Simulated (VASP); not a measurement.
# LiF (I4/mmm) in VASP: settings compared

LiF is run at these levels: PBE, r2SCAN; tasks: single point.

Everything below comes from runs of VASP 6.6.1. Logs are shortened: lines on timing, memory, paths and dates and some standing lists are left out, and cuts for length are marked.

## 1. The cell of the first run

The structure is tetragonal, space group I4/mmm (No. 139). The conventional cell has a = 2.878 Å, b = 2.878 Å, c = 3.939 Å, α = 90.00°, β = 90.00°, γ = 90.00°. Li (site symmetry 4/mmm) has 6 F at 1.97 to 2.03 Å within 2.6 Å. Within 2.6 Å of F (site symmetry 4/mmm) lie 6 Li at 1.97 to 2.03 Å.

## 2. Single point, PBE (epitaxial xy strain +2.0%)

Input file INCAR:

```
SYSTEM = LiF
PREC     = Accurate       ! precision mode
ENCUT    = 520            ! plane-wave cutoff, eV
EDIFF    = 1E-7           ! SCF threshold, eV
ISMEAR   = -1             ! smearing method
SIGMA    = 0.02           ! smearing width, eV
LREAL    = .FALSE.        ! projectors in reciprocal space
LASPH    = .TRUE.         ! aspherical terms in the spheres
NELM     = 60             ! most SCF steps
ALGO     = Normal         ! electronic algorithm
ISIF     = 2              ! what is computed and relaxed
LWAVE    = .FALSE.        ! write WAVECAR
LCHARG   = .FALSE.        ! write CHGCAR
GGA      = PE             ! functional
NBANDS   = 12             ! bands
```

Input file KPOINTS:

```
regular mesh
0
G
  10 10 10
  0 0 0
```

Input file POSCAR:

```
LiF
1.0
    0.0000000000      2.0347691754      1.9697370635
    2.0347691754      0.0000000000      1.9697370635
    2.0347691754      2.0347691754      0.0000000000
Li F
1 1
Direct
    0.0000000000      0.0000000000      0.0000000000
    0.5000000000      0.5000000000      0.5000000000
```

Potentials or basis: VASP PAW PBE potentials, release 64 (Li_sv, F).

On the command line:

```
$ cat potpaw_PBE.64/Li_sv/POTCAR potpaw_PBE.64/F/POTCAR > POTCAR
$ mpirun -np 1 vasp_std > vasp.out
```

OUTCAR:

```text
SYSTEM = LiF
   PREC = Accurate
   ENCUT = 520
   EDIFF = 1E-7
   ISMEAR = -1
   LREAL = .FALSE.
   LASPH = .TRUE.
   NELM = 60
   ISIF = 2
   GGA = PE

 ion  position               nearest neighbor table
   1  0.000  0.000  0.000-   2 1.97   2 1.97   2 2.03   2 2.03   2 2.03   2 2.03
   2  0.500  0.500  0.500-   1 1.97   1 1.97   1 2.03   1 2.03   1 2.03   1 2.03

  LATTYP: Found a body centered tetragonal cell.
 ALAT       =     2.8775981641
 C/A-ratio  =     1.3690146790

  Lattice vectors:

 A1 = (   0.0000000000,  -2.0347691754,  -1.9697370635)
 A2 = (   0.0000000000,   2.0347691754,  -1.9697370635)
 A3 = (   2.0347691754,   0.0000000000,   1.9697370635)

Analysis of symmetry for initial positions (statically):
=====================================================================
 Subroutine PRICEL returns:
 Original cell was already a primitive cell.

 Routine SETGRP: Setting up the symmetry group for a
 body centered tetragonal supercell.

 Subroutine GETGRP returns: Found 16 space group operations
 (whereof 16 operations were pure point group operations)
 out of a pool of 16 trial point group operations.

The static configuration has the point symmetry D_4h.

Analysis of symmetry for dynamics (positions and initial velocities):
=====================================================================
 Subroutine PRICEL returns:
 Original cell was already a primitive cell.

 Routine SETGRP: Setting up the symmetry group for a
 body centered tetragonal supercell.

 Subroutine GETGRP returns: Found 16 space group operations
 (whereof 16 operations were pure point group operations)
 out of a pool of 16 trial point group operations.

The dynamic configuration has the point symmetry D_4h.

 Subroutine INISYM returns: Found 16 space group operations
 (whereof 16 operations are pure point group operations),
 and found     1 'primitive' translations

----------------------------------------------------------------------------------------

                                     Primitive cell

  volume of cell :      16.3105

  direct lattice vectors                    reciprocal lattice vectors
     0.000000000  2.034769175  1.969737063    -0.245728118  0.245728118  0.253840987
     2.034769175  0.000000000  1.969737063     0.245728118 -0.245728118  0.253840987
     2.034769175  2.034769175  0.000000000     0.245728118  0.245728118 -0.253840987

  length of vectors
     2.831986881  2.831986881  2.877598164     0.430348536  0.430348536  0.430348536

[... 79 lines left out ...]
   NELM   =     60;   NELMIN=  2; NELMDL= -5     # of ELM steps
   EDIFF  = 0.1E-06   stopping-criterion for ELM
   LREAL  =      F    real-space projection
   EDIFFG = 0.1E-05   stopping-criterion for IOM
   NSW    =      0    number of steps for IOM
   IBRION =     -1    ionic relax: 0-MD 1-quasi-New 2-CG
   NFREE  =      0    steps in history (QN), initial steepest desc. (CG)
   ISIF   =      2    stress and relaxation
   ISYM   =      2    0-nonsym 1-usesym 2-fastsym
   POTIM  = 0.5000    time-step for ionic-motion
   TEBEG  =    0.0;   TEEND  =   0.0 temperature during run
   PSTRESS=    0.0 pullay stress
   NELECT =      10.0000    total number of electrons
   NUPDOWN=      -1.0000    fix difference up-down
   EMIN   =  10.00;   EMAX   =-10.00  energy-range for DOS
   EFERMI =   0.00;   METHOD = LEGACY
   ISMEAR =    -1;   SIGMA  =   0.02  broadening in eV -4-tet -1-fermi 0-gaus
   EFERMI_NEDOS =   21; number of points for ismear=-14 and -15
   IALGO  =     38    algorithm
   IMIX   =      4    mixing-type and parameters
     AMIX     =   0.40;   BMIX     =  1.00
     AMIX_MAG =   1.60;   BMIX_MAG =  1.00
  volume/ion in A,a.u.               =       8.16        55.03
  Fermi-wavevector in a.u.,A,eV,Ry     =   1.390759  2.628154 26.316545  1.934211
  Thomas-Fermi vector in A             =   2.514664
   LORBIT       =      0    0 simple, 1 ext, 2 COOP (PROOUT), +10 PAW based schemes
   GGA     = PE    functional components
[... 5 lines left out ...]
 non-spin polarized calculation
  energy-cutoff  :      520.00
  volume of cell :       16.31
 maximum number of plane-waves:       455
 NGX is ok and might be reduce to    24
   NGX = 11   NGY = 11   NGZ = 11

 number of electron      10.0000000 magnetization

 number of electron       9.9999990 magnetization

 Free energy of the ion-electron system (eV)
  ---------------------------------------------------
  ext. energy  EPLUGINS =         0.00000000
  ---------------------------------------------------
  free energy    TOTEN  =        -9.63422098 eV

  energy without entropy =       -9.63422098  energy(sigma->0) =       -9.63422098

 E-fermi :  -0.4837     XC(G=0):  -9.9890

 val. band max:       -0.9838777878   @ k =   0.0000   0.0000   0.0000
 cond. band min:       8.0896314800   @ k =   0.0000   0.0000   0.0000
 fundamental gap:      9.0735092678
 Fermi energy:        -0.4836512736

 k-point     1 :       0.0000    0.0000    0.0000
  band No.  band energies     occupation
      1     -41.9217      2.00000
      2     -20.9888      2.00000
      3      -1.0681      2.00000
      4      -0.9839      2.00000
      5      -0.9839      2.00000
      6       8.0896      0.00000
      7      22.7360      0.00000
      8      22.7360      0.00000
      9      23.2542      0.00000
     10      23.2542      0.00000
     11      23.5059      0.00000
     12      23.5293      0.00000
[... 331 lines left out ...]
 k-point    24 :       0.4000    0.3000    0.0000
  band No.  band energies     occupation
      1     -41.8576      2.00000
      2     -20.4456      2.00000
      3      -3.3103      2.00000
      4      -1.9176      2.00000
      5      -1.8180      2.00000
      6      12.2856      0.00000
      7      15.5681      0.00000
      8      17.7277      0.00000
      9      18.8557      0.00000
     10      19.9147      0.00000
     11      33.2203      0.00000
     12      33.6225      0.00000

 [... further k-points ...]
[... 5 lines left out ...]
  --------------------------------------------------------------------------------------
  -------------------------------------------------------------------------------------
  Total        0.1059520      0.1059520      0.3864772      0.0000000      0.0000000      0.0000000
  in kB       10.4076180     10.4076180     37.9634746      0.0000000      0.0000000      0.0000000
  external PRESSURE =      19.5929035 kB  Pullay stress =       0.0000000 kB

 VOLUME and BASIS-vectors are now :
 -----------------------------------------------------------------------------
  energy-cutoff  :      520.00
  volume of cell :       16.31
      direct lattice vectors                 reciprocal lattice vectors
     0.000000000  2.034769175  1.969737063    -0.245728118  0.245728118  0.253840987
     2.034769175  0.000000000  1.969737063     0.245728118 -0.245728118  0.253840987
     2.034769175  2.034769175  0.000000000     0.245728118  0.245728118 -0.253840987

 POSITION                                       TOTAL-FORCE (eV/Angst)
 -----------------------------------------------------------------------------------
      0.00000      0.00000      0.00000        -0.000000      0.000000      0.000000
      2.03477      2.03477      1.96974         0.000000     -0.000000      0.000000
 -----------------------------------------------------------------------------------
    total drift:                               -0.000000     -0.000000      0.000000

  FREE ENERGIE OF THE ION-ELECTRON SYSTEM (eV)
  ---------------------------------------------------
  free  energy   TOTEN  =        -9.6342209840 eV

  energy  without entropy=       -9.6342209840  energy(sigma->0) =       -9.63422098
```

stdout:

```text
POSCAR found type information on POSCAR LiF
 POSCAR found :  2 types and       2 ions
 scaLAPACK will be used
 LDA part: xc-table for (Slater+PW92), standard interpolation
 POSCAR, INCAR and KPOINTS ok, starting setup
 FFT: planning ... GRIDC
 FFT: planning ... GRID_SOFT
 FFT: planning ... GRID
 WAVECAR not read
 entering main loop
```

Wall time 7.3 s (1 thread of Intel Xeon 6975P-C (Granite Rapids), shared host); peak memory 0.13 GiB.

What came out:

```
Free energy            : -9.6342 eV
Band gap on the k mesh : 9.07 eV, direct
```

Levels at points of the mesh, in eV from the valence-band top:
```tsv
k point	band 3	band 4	band 5	band 6	band 7	band 8
(0.00, 0.00, 0.00)	-0.08	0.00	0.00	9.07	23.72	23.72
(0.50, 0.00, 0.00)	-2.55	-0.29	-0.22	10.76	16.73	18.60
(0.50, 0.50, 0.00)	-3.02	-1.09	-1.09	15.21	16.17	17.50
(0.50, 0.00, 0.50)	-3.05	-1.10	-0.89	14.61	16.62	17.43
```

Caveat: the cell differs from its parent crystal (epitaxial xy strain +2.0%); the cutoff is under 1.25 times the usual one of these potentials, so pressure, stress and relaxed cells hold a basis-set (Pulay) error. A k mesh can miss the band edges.

## 3. Single point, r2SCAN (uniaxial x strain +0.5%)

Input file POSCAR:

```
LiF
1.0
    0.0000000000      1.9948717406      1.9948717406
    2.0048460993      0.0000000000      1.9948717406
    2.0048460993      1.9948717406      0.0000000000
Li F
1 1
Direct
    0.0000000000      0.0000000000      0.0000000000
    0.5000000000      0.5000000000      0.5000000000
```

Input file INCAR.step1:

```
SYSTEM = LiF
PREC     = Accurate       ! precision mode
ENCUT    = 520            ! plane-wave cutoff, eV
ISMEAR   = 0              ! smearing method
SIGMA    = 0.01           ! smearing width, eV
LREAL    = .False.        ! projectors in reciprocal space
LASPH    = .True.         ! aspherical terms in the spheres
NELM     = 60             ! most SCF steps
NBANDS   = 12             ! bands
GGA      = PE             ! functional
ALGO     = Normal         ! electronic algorithm
EDIFF    = 1E-4           ! SCF threshold, eV
LWAVE    = .True.         ! write WAVECAR
LCHARG   = .False.        ! write CHGCAR
```

Input file INCAR.step2:

```
SYSTEM = LiF
PREC     = Accurate       ! precision mode
ENCUT    = 520            ! plane-wave cutoff, eV
EDIFF    = 1E-6           ! SCF threshold, eV
ISMEAR   = 0              ! smearing method
SIGMA    = 0.01           ! smearing width, eV
LREAL    = .False.        ! projectors in reciprocal space
LASPH    = .True.         ! aspherical terms in the spheres
NELM     = 60             ! most SCF steps
ALGO     = Normal         ! electronic algorithm
ISIF     = 2              ! what is computed and relaxed
LWAVE    = .False.        ! write WAVECAR
LCHARG   = .False.        ! write CHGCAR
METAGGA  = R2SCAN         ! meta-GGA
LMIXTAU  = .True.       
NBANDS   = 12             ! bands
ISTART   = 1
```

Input file KPOINTS:

```
regular mesh
0
Gamma
  10 10 10
  0 0 0
```

Potentials or basis: VASP PAW PBE potentials, release 64 (Li_sv, F).

On the command line:

```
$ cat potpaw_PBE.64/Li_sv/POTCAR potpaw_PBE.64/F/POTCAR > POTCAR
$ cp INCAR.step1 INCAR
$ mpirun -np 1 vasp_std > vasp.out
$ cp INCAR.step2 INCAR
$ mpirun -np 1 vasp_std > vasp.out
```

Wall time 27 s (1 thread of Intel Xeon 6975P-C (Granite Rapids), shared host); peak memory 0.14 GiB.

It converged, with:

```
Free energy            : -11.9029 eV
Band gap on the k mesh : 10.50 eV, direct
```

Levels at points of the mesh, in eV from the valence-band top:
```
           k point  band 2  band 3  band 4  band 5  band 6  band 7  band 8  band 9
(0.00, 0.00, 0.00)  -21.17   -0.01   -0.01    0.00   10.50   25.68   25.73   25.73
(0.50, 0.00, 0.00)  -20.74   -2.57   -0.26   -0.25   11.96   18.43   20.58   20.68
(0.50, 0.50, 0.00)  -20.46   -3.11   -1.07   -1.04   16.32   17.53   19.42   22.14
(0.00, 0.50, 0.50)  -20.47   -3.12   -1.04   -1.04   16.23   17.60   19.41   22.26
```

Caveat: the cell differs from its parent crystal (uniaxial x strain +0.5%); the cutoff is under 1.25 times the usual one of these potentials, so pressure, stress and relaxed cells hold a basis-set (Pulay) error; the PAW data sets were made with another functional, which shifts forces and pressure a little. A k mesh can miss the band edges.

## 4. Single point, r2SCAN (epitaxial xy strain +2.0%)

Input file POSCAR:

```
LiF
1.0
    0.0000000000      2.0347691754      1.9697370635
    2.0347691754      0.0000000000      1.9697370635
    2.0347691754      2.0347691754      0.0000000000
Li F
1 1
Direct
    0.0000000000      0.0000000000      0.0000000000
    0.5000000000      0.5000000000      0.5000000000
```

Input file INCAR.step1:

```
SYSTEM = LiF
ALGO = Normal ; EDIFF = 1E-4
ENCUT = 520 ; GGA = PE
ISMEAR = 0 ; LASPH = .TRUE.
LCHARG = .FALSE. ; LREAL = .FALSE.
LWAVE = .TRUE. ; NBANDS = 12
NELM = 100 ; PREC = Accurate
SIGMA = 0.01
```

Input file INCAR.step2:

```
SYSTEM = LiF
ALGO = Normal ; EDIFF = 1E-7
ENCUT = 520 ; ISIF = 2
ISMEAR = 0 ; ISTART = 1
LASPH = .TRUE. ; LCHARG = .FALSE.
LMIXTAU = .TRUE. ; LREAL = .FALSE.
LWAVE = .FALSE. ; METAGGA = R2SCAN
NBANDS = 12 ; NELM = 100
PREC = Accurate ; SIGMA = 0.01
```

Input file KPOINTS:

```
k-points
0
G
  10 10 10
  0 0 0
```

On the command line:

```
$ cat potpaw_PBE.64/Li_sv/POTCAR potpaw_PBE.64/F/POTCAR > POTCAR
$ cp INCAR.step1 INCAR
$ mpirun -np 1 vasp_std > vasp.out
$ cp INCAR.step2 INCAR
$ mpirun -np 1 vasp_std > vasp.out
```

It took 31 s on 1 thread of Intel Xeon 6975P-C (Granite Rapids), shared host; peak memory 0.14 GiB.

The run converged. Its results:

```
Free energy            : -11.8964 eV
Band gap on the k mesh : 10.25 eV, direct
```

Levels at points of the mesh, in eV from the valence-band top:
```
           k point  band 1  band 2  band 3  band 4  band 5  band 6  band 7  band 8  band 9  band 10
(0.00, 0.00, 0.00)  -42.09  -21.13   -0.08    0.00    0.00   10.25   25.40   25.40   25.66    25.79
(0.50, 0.00, 0.00)  -42.03  -20.71   -2.52   -0.30   -0.24   11.81   18.12   20.11   20.76    32.13
(0.50, 0.50, 0.00)  -42.01  -20.43   -3.02   -1.10   -1.10   16.47   17.12   19.14   21.60    21.60
(0.50, 0.00, 0.50)  -42.02  -20.47   -3.04   -1.11   -0.90   15.85   17.59   19.09   21.81    22.38
```

Caveat: the cell differs from its parent crystal (epitaxial xy strain +2.0%); the cutoff is under 1.25 times the usual one of these potentials, so pressure, stress and relaxed cells hold a basis-set (Pulay) error; the PAW data sets were made with another functional, which shifts forces and pressure a little.

## 5. Single point, r2SCAN (uniaxial z strain +5.0%)

Input file POSCAR:

```
LiF
1.0
    0.0000000000      1.9948717406      2.0946153276
    1.9948717406      0.0000000000      2.0946153276
    1.9948717406      1.9948717406      0.0000000000
Li F
1 1
Direct
    0.0000000000      0.0000000000      0.0000000000
    0.5000000000      0.5000000000      0.5000000000
```

Input file INCAR.step1:

```
PREC = Accurate
ENCUT = 520
ISMEAR = 0
SIGMA = 0.01
LREAL = False
LASPH = True
NELM = 100
NBANDS = 12
GGA = PE
ALGO = Normal
EDIFF = 1E-4
LWAVE = True
LCHARG = False
```

Input file INCAR.step2:

```
PREC = Accurate
ENCUT = 520
EDIFF = 1E-6
ISMEAR = 0
SIGMA = 0.01
LREAL = False
LASPH = True
NELM = 100
ALGO = Normal
ISIF = 2
LWAVE = False
LCHARG = False
METAGGA = R2SCAN
LMIXTAU = True
NBANDS = 12
ISTART = 1
```

Input file KPOINTS:

```
regular mesh
0
Gamma
  10 10 10
```

On the command line:

```
$ cat potpaw_PBE.64/Li_sv/POTCAR potpaw_PBE.64/F/POTCAR > POTCAR
$ cp INCAR.step1 INCAR
$ mpirun -np 1 vasp_std > vasp.out
$ cp INCAR.step2 INCAR
$ mpirun -np 1 vasp_std > vasp.out
```

Run time: 26 s. Hardware: 1 thread of Intel Xeon 6975P-C (Granite Rapids), shared host; peak memory 0.14 GiB.

Results (log left out):

| Quantity | Value |
| --- | --- |
| Free energy | -11.8875 eV |
| Band gap on the k mesh | 10.00 eV, direct |

Levels at points of the mesh, in eV from the valence-band top:
```
           k point  band 1  band 2  band 3  band 4  band 5  band 6  band 7  band 8  band 9  band 10
(0.00, 0.00, 0.00)  -42.16  -21.10   -0.10   -0.10    0.00   10.00   24.91   24.99   25.38    25.38
(0.50, 0.00, 0.00)  -42.10  -20.71   -2.49   -0.35   -0.24   11.66   17.81   19.78   20.68    31.38
(0.50, 0.50, 0.00)  -42.10  -20.50   -3.00   -0.94   -0.94   15.20   17.75   18.77   22.11    22.11
(0.50, 0.00, 0.50)  -42.09  -20.44   -2.97   -1.24   -0.94   16.12   17.08   18.81   20.99    21.79
```

Caveat: the cell differs from its parent crystal (uniaxial z strain +5.0%); the cutoff is under 1.25 times the usual one of these potentials, so pressure, stress and relaxed cells hold a basis-set (Pulay) error; the PAW data sets were made with another functional, which shifts forces and pressure a little. A k mesh can miss the band edges.

## 6. The runs side by side

```tsv
level	cell	smearing	gap on the mesh (eV)
PBE	a = 2.832, b = 2.832, c = 2.878 Å, angles 59.5, 59.5, 61.1°, 2 atoms	fermi-dirac 0.02 eV	9.07
r2SCAN	a = 2.821, b = 2.828, c = 2.828 Å, angles 59.8, 60.1, 60.1°, 2 atoms	gaussian 0.01 eV	10.50
r2SCAN	a = 2.832, b = 2.832, c = 2.878 Å, angles 59.5, 59.5, 61.1°, 2 atoms	gaussian 0.01 eV	10.25
r2SCAN	a = 2.893, b = 2.893, c = 2.821 Å, angles 60.8, 60.8, 58.4°, 2 atoms	gaussian 0.01 eV	10.00
```

Alike in all rows: task single point; potentials or basis VASP PAW PBE potentials, release 64 (Li_sv, F); no spin polarisation; k mesh 10 × 10 × 10; cutoff (eV) 520.

Caveats: the cutoff is under 1.25 times the usual one of these potentials, so pressure, stress and relaxed cells hold a basis-set (Pulay) error; the PAW data sets were made with another functional, which shifts forces and pressure a little (some runs).

Absolute energies hang on the potentials; compare differences alone.
